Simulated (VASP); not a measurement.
# Na (Im-3m) in VASP: a series of runs, part 2 of 2

VASP 6.6.1.

## (3) Single point, revPBE

This run uses another cell than the first one, of 39.29 Å³/atom.

The input, INCAR:

```
  PREC = Accurate
  ENCUT = 520
  EDIFF = 1E-7
  ISMEAR = -1
  SIGMA = 0.1
  LREAL = F
  LASPH = T
  NELM = 100
  ALGO = Normal
  ISIF = 2
  LWAVE = F
  LCHARG = F
  GGA = RE
  NBANDS = 10
```

The input, KPOINTS:

```
regular mesh
0
Gamma
  17 17 17
```

The input, POSCAR:

```
Na
1.0
   -2.1416585443      2.1416585443      2.1416585443
    2.1416585443     -2.1416585443      2.1416585443
    2.1416585443      2.1416585443     -2.1416585443
Na
1
Direct
    0.0000000000      0.0000000000      0.0000000000
```

Potentials or basis: VASP PAW PBE potentials, release 64 (Na_pv).

Launch:

```bash
> cat potpaw_PBE.64/Na_pv/POTCAR > POTCAR
> mpirun -np 1 vasp_std > vasp.out
```

OUTCAR:

```text
PREC = Accurate
   ENCUT = 520
   EDIFF = 1E-7
   ISMEAR = -1
   LREAL = F
   LASPH = T
   NELM = 100
   ISIF = 2
   GGA = RE

 ion  position               nearest neighbor table
   1  0.000  0.000  0.000-

  LATTYP: Found a body centered cubic cell.
 ALAT       =     4.2833170886

  Lattice vectors:

 A1 = (  -2.1416585443,   2.1416585443,   2.1416585443)
 A2 = (   2.1416585443,  -2.1416585443,   2.1416585443)
 A3 = (   2.1416585443,   2.1416585443,  -2.1416585443)

Analysis of symmetry for initial positions (statically):
=====================================================================
 Subroutine PRICEL returns:
 Original cell was already a primitive cell.

 Routine SETGRP: Setting up the symmetry group for a
 body centered cubic supercell.

 Subroutine GETGRP returns: Found 48 space group operations
 (whereof 48 operations were pure point group operations)
 out of a pool of 48 trial point group operations.

The static configuration has the point symmetry O_h .

Analysis of symmetry for dynamics (positions and initial velocities):
=====================================================================
 Subroutine PRICEL returns:
 Original cell was already a primitive cell.

 Routine SETGRP: Setting up the symmetry group for a
 body centered cubic supercell.

 Subroutine GETGRP returns: Found 48 space group operations
 (whereof 48 operations were pure point group operations)
 out of a pool of 48 trial point group operations.

The dynamic configuration has the point symmetry O_h .

 Subroutine INISYM returns: Found 48 space group operations
 (whereof 48 operations are pure point group operations),
 and found     1 'primitive' translations

----------------------------------------------------------------------------------------

                                     Primitive cell

  volume of cell :      39.2926

  direct lattice vectors                    reciprocal lattice vectors
    -2.141658544  2.141658544  2.141658544     0.000000000  0.233463920  0.233463920
     2.141658544 -2.141658544  2.141658544     0.233463920  0.000000000  0.233463920
     2.141658544  2.141658544 -2.141658544     0.233463920  0.233463920  0.000000000

  length of vectors
     3.709461411  3.709461411  3.709461411     0.330167843  0.330167843  0.330167843

  position of ions in fractional coordinates (direct lattice)
     0.000000000  0.000000000  0.000000000

  ion indices of the primitive-cell ions
   primitive index   ion index
                 1           1

----------------------------------------------------------------------------------------

 KPOINTS: regular mesh

Automatic generation of k-mesh.
 Grid dimensions read from file:
 generate k-points for:   17   17   17

 Generating k-lattice:

  Cartesian coordinates                     Fractional coordinates (reciprocal lattice)
     0.000000000  0.013733172  0.013733172     0.058823529  0.000000000  0.000000000
     0.013733172  0.000000000  0.013733172     0.000000000  0.058823529  0.000000000
     0.013733172  0.013733172  0.000000000     0.000000000  0.000000000  0.058823529

  Length of vectors
     0.019421638  0.019421638  0.019421638

  Shift w.r.t. Gamma in fractional coordinates (k-lattice)
     0.000000000  0.000000000  0.000000000

 Subroutine IBZKPT returns following result:
 ===========================================

 Found    165 irreducible k-points:

 Following reciprocal coordinates:
            Coordinates               Weight
  0.000000  0.000000  0.000000      1.000000
  0.058824  0.000000  0.000000     12.000000
  0.117647  0.000000  0.000000     12.000000
  0.176471  0.000000  0.000000     12.000000
  0.235294  0.000000  0.000000     12.000000
  0.294118  0.000000  0.000000     12.000000
[... 16 lines left out ...]
  0.411765  0.117647 -0.000000     48.000000
  0.176471  0.176471  0.000000     24.000000
 [... further k-points ...]
   k-points           NKPTS =    165   k-points in BZ     NKDIM =    165   number of bands    NBANDS=     10
   number of dos      NEDOS =    301   number of ions     NIONS =      1
   total plane-waves  NPLWV =  21952
   dimension x,y,z NGX =    28 NGY =   28 NGZ =   28
   dimension x,y,z NGXF=    56 NGYF=   56 NGZF=   56
   ions per type =               1
   NGX,Y,Z   is equivalent  to a cutoff of  12.55, 12.55, 12.55 a.u.
   NGXF,Y,Z  is equivalent  to a cutoff of  25.10, 25.10, 25.10 a.u.
 SYSTEM =  unknown system
   PREC   = accura    normal or accurate (medium, high low for compatibility)
   ISTART =      0    job   : 0-new  1-cont  2-samecut
   ICHARG =      2    charge: 1-file 2-atom 10-const
   ISPIN  =      1    spin polarized calculation?
   LNONCOLLINEAR =      F non collinear calculations
   LSORBIT =      F    spin-orbit coupling
   LASPH  =      T    aspherical Exc in radial PAW
   ENCUT  =  520.0 eV  38.22 Ry    6.18 a.u.   6.90  6.90  6.90*2*pi/ulx,y,z
   NELM   =    100;   NELMIN=  2; NELMDL= -5     # of ELM steps
   EDIFF  = 0.1E-06   stopping-criterion for ELM
   LREAL  =      F    real-space projection
   EDIFFG = 0.1E-05   stopping-criterion for IOM
   NSW    =      0    number of steps for IOM
   IBRION =     -1    ionic relax: 0-MD 1-quasi-New 2-CG
   NFREE  =      0    steps in history (QN), initial steepest desc. (CG)
   ISIF   =      2    stress and relaxation
   ISYM   =      2    0-nonsym 1-usesym 2-fastsym
   POTIM  = 0.5000    time-step for ionic-motion
   TEBEG  =    0.0;   TEEND  =   0.0 temperature during run
   PSTRESS=    0.0 pullay stress
   NELECT =       7.0000    total number of electrons
   NUPDOWN=      -1.0000    fix difference up-down
   EMIN   =  10.00;   EMAX   =-10.00  energy-range for DOS
   EFERMI =   0.00;   METHOD = LEGACY
   ISMEAR =    -1;   SIGMA  =   0.10  broadening in eV -4-tet -1-fermi 0-gaus
   EFERMI_NEDOS =   21; number of points for ismear=-14 and -15
   IALGO  =     38    algorithm
   IMIX   =      4    mixing-type and parameters
     AMIX     =   0.40;   BMIX     =  1.00
     AMIX_MAG =   1.60;   BMIX_MAG =  1.00
  volume/ion in A,a.u.               =      39.29       265.16
  Fermi-wavevector in a.u.,A,eV,Ry     =   0.921165  1.740749 11.545147  0.848544
  Thomas-Fermi vector in A             =   2.046551
   LORBIT       =      0    0 simple, 1 ext, 2 COOP (PROOUT), +10 PAW based schemes
   GGA     = RE    functional components
   LHFCALC =     F    Hartree Fock is set to
   AEXX    =    0.0000 exact exchange contribution
   IVDW    =     0    specifies the selected vdW correction
   LEPSILON=     F    determine dielectric tensor
   LRPA    =     F    only Hartree local field effects (RPA)
 non-spin polarized calculation
  energy-cutoff  :      520.00
  volume of cell :       39.29
 maximum number of plane-waves:      1085
   NGX = 13   NGY = 13   NGZ = 13

 number of electron       7.0000011 magnetization

 Free energy of the ion-electron system (eV)
  ---------------------------------------------------
  ext. energy  EPLUGINS =         0.00000000
  ---------------------------------------------------
  free energy    TOTEN  =        -1.21087813 eV

  energy without entropy =       -1.19437869  energy(sigma->0) =       -1.20262841

 E-fermi :   0.2752     XC(G=0):  -6.2318

 val. band max:        0.2460143636   @ k =  -0.3529   0.4118   0.1765
 cond. band min:       0.3494753401   @ k =   0.4118   0.0588   0.0000
 fundamental gap:      0.1034609765
 Fermi energy:         0.2751804836

 k-point     1 :       0.0000    0.0000    0.0000
  band No.  band energies     occupation
      1     -24.6896      2.00000
      2     -24.6896      2.00000
      3     -24.6895      2.00000
      4      -2.8810      2.00000
      5      11.6716      0.00000
      6      11.6716      0.00000
      7      11.6716      0.00000
      8      12.5825      0.00000
      9      12.5825      0.00000
     10      13.0584      0.00000
[... 287 lines left out ...]
 k-point    24 :       0.1765    0.1765    0.0000
  band No.  band energies     occupation
      1     -24.7075      2.00000
      2     -24.6956      2.00000
      3     -24.6913      2.00000
      4      -1.3230      2.00000
      5       5.7941      0.00000
      6       6.4823      0.00000
      7       9.0813      0.00000
      8      11.2753      0.00000
      9      12.1654      0.00000
     10      14.4435      0.00000

 [... further k-points ...]

------------------------ aborting loop because EDIFF is reached ----------------------------------------

  FORCE on cell =-STRESS in cart. coord.  units (eV):
  Direction    XX          YY          ZZ          XY          YZ          ZX
  --------------------------------------------------------------------------------------
  -------------------------------------------------------------------------------------
  Total        0.0029272      0.0029272      0.0029272      0.0000000      0.0000000     -0.0000000
  in kB        0.1193592      0.1193592      0.1193592      0.0000000      0.0000000     -0.0000000
  external PRESSURE =       0.1193592 kB  Pullay stress =       0.0000000 kB

 VOLUME and BASIS-vectors are now :
 -----------------------------------------------------------------------------
  energy-cutoff  :      520.00
  volume of cell :       39.29
      direct lattice vectors                 reciprocal lattice vectors
    -2.141658544  2.141658544  2.141658544     0.000000000  0.233463920  0.233463920
     2.141658544 -2.141658544  2.141658544     0.233463920  0.000000000  0.233463920
     2.141658544  2.141658544 -2.141658544     0.233463920  0.233463920  0.000000000

 POSITION                                       TOTAL-FORCE (eV/Angst)
 -----------------------------------------------------------------------------------
      0.00000      0.00000      0.00000         0.000000      0.000000      0.000000
 -----------------------------------------------------------------------------------
    total drift:                               -0.000000     -0.000000     -0.000000

  FREE ENERGIE OF THE ION-ELECTRON SYSTEM (eV)
  ---------------------------------------------------
  free  energy   TOTEN  =        -1.2108781316 eV

  energy  without entropy=       -1.1943786852  energy(sigma->0) =       -1.20262841
```

OSZICAR:

```text
N       E                     dE             d eps       ncg     rms          rms(c)
DAV:   1     0.273460410896E+02    0.27346E+02   -0.37435E+03  3304   0.566E+02
DAV:   2    -0.612260605567E+00   -0.27958E+02   -0.27847E+02  3428   0.147E+02
DAV:   3    -0.120445769394E+01   -0.59220E+00   -0.59180E+00  4056   0.233E+01
DAV:   4    -0.120941094491E+01   -0.49533E-02   -0.49530E-02  3908   0.206E+00
DAV:   5    -0.120948285323E+01   -0.71908E-04   -0.71907E-04  3820   0.246E-01    0.233E-01
DAV:   6    -0.121039613727E+01   -0.91328E-03   -0.28862E-04  3810   0.161E-01    0.156E-01
DAV:   7    -0.121087654874E+01   -0.48041E-03   -0.10170E-03  3630   0.307E-01    0.746E-03
DAV:   8    -0.121087767052E+01   -0.11218E-05   -0.66012E-06  3948   0.321E-02    0.188E-03
DAV:   9    -0.121087801610E+01   -0.34558E-06   -0.19401E-07  3842   0.395E-03    0.813E-04
DAV:  10    -0.121087814657E+01   -0.13047E-06   -0.10357E-07  3748   0.348E-03    0.141E-04
DAV:  11    -0.121087813160E+01    0.14970E-07   -0.13083E-09  1954   0.524E-04
   1 F= -.12108781E+01 E0= -.12026284E+01  d E =-.164994E-01
```

Run time: 20 s. Hardware: 1 thread of Intel Xeon 6975P-C (Granite Rapids), shared host; peak memory 0.18 GiB.

Results:

```
Free energy            : -1.2109 eV
Pressure               : 0.0 GPa
Band gap on the k mesh : zero (an odd number of electrons rules out a gap without spin polarisation)
```

Levels at points of the mesh, in eV from the Fermi level:
```tsv
k point	band 1	band 2	band 3	band 4	band 5	band 6	band 7	band 8
(0.00, 0.00, 0.00)	-24.96	-24.96	-24.96	-3.16	11.40	11.40	11.40	12.31
```

Caveat: the PAW data sets were made with another functional, which shifts forces and pressure a little.
